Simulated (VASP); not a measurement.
## AlFe: electric field gradients with r2SCAN

The system is AlFe.

```
CELL_PARAMETERS angstrom
2.84551 0.00000 0.00000
0.00000 2.84551 0.00000
0.00000 0.00000 2.84551
ATOMIC_POSITIONS crystal
Al 0.00000 0.00000 0.00000
Fe 0.50000 0.50000 0.50000
```

```json
{
  "Program": "VASP 6.6.1",
  "Task": "electric field gradients",
  "Functional": "r2SCAN",
  "Potentials or basis": "VASP PAW PBE potentials, release 64 (Al, Fe)",
  "Cutoff": "520 eV",
  "k mesh": "14 × 14 × 14",
  "Occupations": "fermi-dirac, width 0.08 eV",
  "Spin": "no spin polarisation",
  "Dipole correction": "no",
  "Further INCAR settings": "ALGO = Normal; EDIFF = 1e-08; NBANDS = 12"
}
```

```json
{"Pressure": "-0.5 GPa", "Band gap on the k mesh": "zero (an odd number of electrons rules out a gap without spin polarisation)", "Largest electric field gradient by atom": "under 0.05 V/Å² on every atom"}
```

Levels at points of the mesh, in eV from the Fermi level:
```
           k point  band 3  band 4  band 5  band 6  band 7  band 8  band 9  band 10
(0.00, 0.00, 0.00)   -2.25    0.13    0.13    0.13    7.15    7.15    7.15    10.06
(0.50, 0.00, 0.00)   -1.48   -0.93   -0.93    0.27    1.61    9.27   12.05    12.05
(0.50, 0.50, 0.00)   -2.18   -2.18   -0.68   -0.68    1.15    3.97    4.95    14.37
(0.50, 0.50, 0.50)   -3.58    1.20    1.20    3.27    3.27    3.27    5.49     6.71
```

Run time: 79 s on 1 thread of Intel(R) Xeon(R) Platinum 8259CL CPU @ 2.50GHz (Skylake/Cascade Lake), on a shared host, peak memory 0.17 GiB.

Caveat: the PAW data sets were made with another functional, which shifts forces and pressure a little; the run has no spin polarisation, though such a crystal can be magnetic. Spin polarisation is off, so any magnetic state and its effect on volume and gap are missing.
